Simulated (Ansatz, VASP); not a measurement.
One calculation of SiC, two programs

```xyz
4
Lattice="3.1224 0.0000 0.0000 -1.5612 2.7041 0.0000 0.0000 0.0000 5.1245" Properties=species:S:1:pos:R:3 pbc="T T T"
Si    0.0000    1.8027   -0.0021
Si    1.5612    0.9014    2.5601
C     0.0000    1.8027    1.9238
C     1.5612    0.9014    4.4861
```

Alike in both runs: task single point; functional PBE; k mesh 9 × 9 × 4; no spin polarisation.

```csv
,VASP,Ansatz
version,VASP 6.6.1,Ansatz 0.2.0
potentials or method,"VASP PAW PBE potentials, release 64 (Si, C)","plane waves, PAW"
plane-wave cutoff (eV),520,420
occupations,"gaussian, width 0.01 eV",fixed
valence electrons in the cell,16,16
```

VASP gave:

```
gap on the k mesh at the Fermi level (eV)                     : 2.35
pressure (GPa)                                                : -6.0
traceless stress, the component that is largest in VASP (GPa) : 0.08
rms of the force components (eV/Å)                            : 0.004
```

Task: Which values does Ansatz return?

Result: gap on the k mesh at the Fermi level (eV): 2.36; pressure (GPa): -5.9; traceless stress, the component that is largest in VASP (GPa): 0.07; rms of the force components (eV/Å): 0.004.

Atom by atom the forces differ by 0.000 eV/Å (rms over components).
